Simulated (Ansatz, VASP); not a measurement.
## One calculation of Rb, two programs

```
CELL_PARAMETERS angstrom
-2.83528 2.83528 2.83528
2.83528 -2.83528 2.83528
2.83528 2.83528 -2.83528
ATOMIC_POSITIONS crystal
Rb 0.00000 0.00000 0.00000
```

Alike in both runs: functional PBE; k mesh 10 × 10 × 10; occupations gaussian, width 0.1 eV; no spin polarisation.

Ansatz relaxed the structure, and its values are those at the end. VASP's run is a single point on that final structure, the one shown.

|  | VASP | Ansatz |
| --- | --- | --- |
| version | VASP 6.6.1 | Ansatz 0.2.0 |
| potentials or method | VASP PAW PBE potentials, release 64 (Rb_sv), cutoff 520 eV | scalar-relativistic, plane waves, PAW |
| valence electrons in the cell | 9 | 9 |

```csv
,VASP,Ansatz,Ansatz less VASP
gap on the k mesh at the Fermi level (eV),none,none,-
pressure (GPa),0.0,0.0,0.00
```

A gap of «none» marks a metal or a gap that the smearing closes. With one functional, cell and mesh, what is left measures potentials, basis and numerics.
